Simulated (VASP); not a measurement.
Write the native input for VASP 6.6.1 that does the following.

* Task: relaxation of the atoms
* Functional: PBE
* Potentials or basis: VASP PAW PBE potentials, release 64 (La)
* Cutoff: 450 eV
* k mesh: 9 × 9 × 1
* Occupations: gaussian, width 0.1 eV
* Spin: no spin polarisation
* Dipole correction: yes
* Atoms held fixed (from 0): [0, 1, 2, 3]
* Further INCAR settings: ALGO = Normal; EDIFF = 1e-07; NELMDL = -8; IBRION = 2; EDIFFG = -0.03; NSW = 90

The structure of La lies in POSCAR:

```
La
1.0
    3.7687883828      0.0000000000      0.0000000000
   -1.8843941914      3.2638664810      0.0000000000
    0.0000000000      0.0000000000     38.1347900843
La
8
Selective dynamics
Direct
    0.3333333333      0.6666666667      0.2228935830  F F F
    0.0000000000      0.0000000000      0.3020668450  F F F
    0.6666666667      0.3333333333      0.3812401070  F F F
    0.0000000000      0.0000000000      0.4604133690  F F F
    0.3333333333      0.6666666667      0.5395866310  T T T
    0.0000000000      0.0000000000      0.6187598930  T T T
    0.6666666667      0.3333333333      0.6979331550  T T T
    0.0000000000      0.0000000000      0.7771064170  T T T
```

These files were run (other wordings do the same):

INCAR

```
SYSTEM = La
PREC = Accurate
ENCUT = 450
EDIFF = 1E-7
ISMEAR = 0
SIGMA = 0.1
LREAL = .FALSE.
LASPH = .TRUE.
NELM = 200
ALGO = Normal
ISIF = 2
LWAVE = .FALSE.
LCHARG = .FALSE.
LDIPOL = .TRUE.
IDIPOL = 3
DIPOL = 0.5 0.5 0.500
GGA = PE
IBRION = 2
NSW = 90
EDIFFG = -0.03
GGA_COMPAT = .FALSE.
NELMIN = 4
LMAXMIX = 6
NELMDL = -8
KPAR = 4
```

KPOINTS

```
regular mesh
0
G
  9 9 1
  0 0 0
```

Potentials or basis: VASP PAW PBE potentials, release 64 (La).

The run is started by

```console
$ cat potpaw_PBE.64/La/POTCAR > POTCAR
$ mpirun -np 4 vasp_std > vasp.out
```

Results of the run:

- Energy gained by relaxing: 1.5 meV/atom
- Ionic steps: 5
- Band gap on the k mesh: zero (bands 44 and 45 overlap by 0.85 eV)

Caveat: spin-orbit coupling is left out, which moves the levels of the heavy elements.

Wall time 29 min on 4 MPI ranks on Intel(R) Xeon(R) Platinum 8259CL CPU @ 2.50GHz (Skylake/Cascade Lake) (shared host), peak memory 0.64 GiB a rank.
